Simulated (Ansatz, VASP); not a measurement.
## AlN in VASP and in Ansatz

File INCAR:

```
SYSTEM = AlN
PREC     = Accurate       ! precision mode
ENCUT    = 520            ! plane-wave cutoff, eV
EDIFF    = 1E-7           ! SCF threshold, eV
ISMEAR   = 0              ! smearing method
SIGMA    = 0.05           ! smearing width, eV
LREAL    = .FALSE.        ! projectors in reciprocal space
LASPH    = .TRUE.         ! aspherical terms in the spheres
NELM     = 80             ! most SCF steps
ALGO     = Normal         ! electronic algorithm
ISIF     = 2              ! what is computed and relaxed
LWAVE    = .FALSE.        ! write WAVECAR
LCHARG   = .FALSE.        ! write CHGCAR
GGA      = PE             ! functional
NBANDS   = 26             ! bands
```

Contents of KPOINTS:

```
Automatic mesh
0
G
  6 6 6
  0 0 0
```

POSCAR

```
AlN
1.0
    4.4025164325      0.0000000000      0.0000000000
    0.0000000000     -4.4025164325      0.0000000000
    0.0000000000      0.0000000000     -4.4025164325
Al N
4 4
Direct
   -0.0404747856      0.0858599862     -0.0404747856
    0.5000000000      0.5000000000      0.0000000000
    0.5000000000      0.0000000000      0.5000000000
    0.0000000000      0.5000000000      0.5000000000
    0.7500000000      0.7500000000      0.7500000000
    0.2500000000      0.2500000000      0.7500000000
    0.2500000000      0.7500000000      0.2500000000
    0.7500000000      0.2500000000      0.2500000000
```

Input for Ansatz:

```yaml
crystal:
  lattice:
    - [4.4025164325, 0.0, 0.0]
    - [0.0, -4.4025164325, 0.0]
    - [0.0, 0.0, -4.4025164325]
  atoms:
    - { symbol: Al, position: [-0.0404747856, 0.0858599862, -0.0404747856] }
    - { symbol: Al, position: [0.5, 0.5, 0.0] }
    - { symbol: Al, position: [0.5, 0.0, 0.5] }
    - { symbol: Al, position: [0.0, 0.5, 0.5] }
    - { symbol: "N", position: [0.75, 0.75, 0.75] }
    - { symbol: "N", position: [0.25, 0.25, 0.75] }
    - { symbol: "N", position: [0.25, 0.75, 0.25] }
    - { symbol: "N", position: [0.75, 0.25, 0.25] }
basis:
  ecutwfc: 420
kpoints:
  mp_grid: { grid: [6, 6, 6] }
hamiltonian:
  xc: pbe
  pseudopotentials: { kind: paw, azcp: { folder: soft_1 } }
scf:
  occupations: { method: gaussian, width: 0.05 }
output:
  forces: true
  stress: true
  eigenvalues: true
```

Alike in both runs: task single point; functional PBE; k mesh 6 × 6 × 6; occupations gaussian, width 0.05 eV; no spin polarisation.

```csv
,VASP,Ansatz
version,VASP 6.6.1,Ansatz 0.2.0
potentials or method,"VASP PAW PBE potentials, release 64 (Al, N), cutoff 520 eV","scalar-relativistic, plane waves, PAW"
valence electrons in the cell,32,32
```

Ansatz gave:

```
gap on the k mesh at the Fermi level (eV)                     : 0.76
least direct gap on the mesh (eV)                             : 0.82
pressure (GPa)                                                : 4.6
traceless stress, the component that is largest in VASP (GPa) : 5.08
rms of the force components (eV/Å)                            : 1.643
```

Problem. Estimate VASP's values.

Solution. gap on the k mesh at the Fermi level (eV): 0.75; least direct gap on the mesh (eV): 0.81; pressure (GPa): 4.4; traceless stress, the component that is largest in VASP (GPa): 5.12; rms of the force components (eV/Å): 1.647.

Atom by atom the forces differ by 0.007 eV/Å (rms over components).
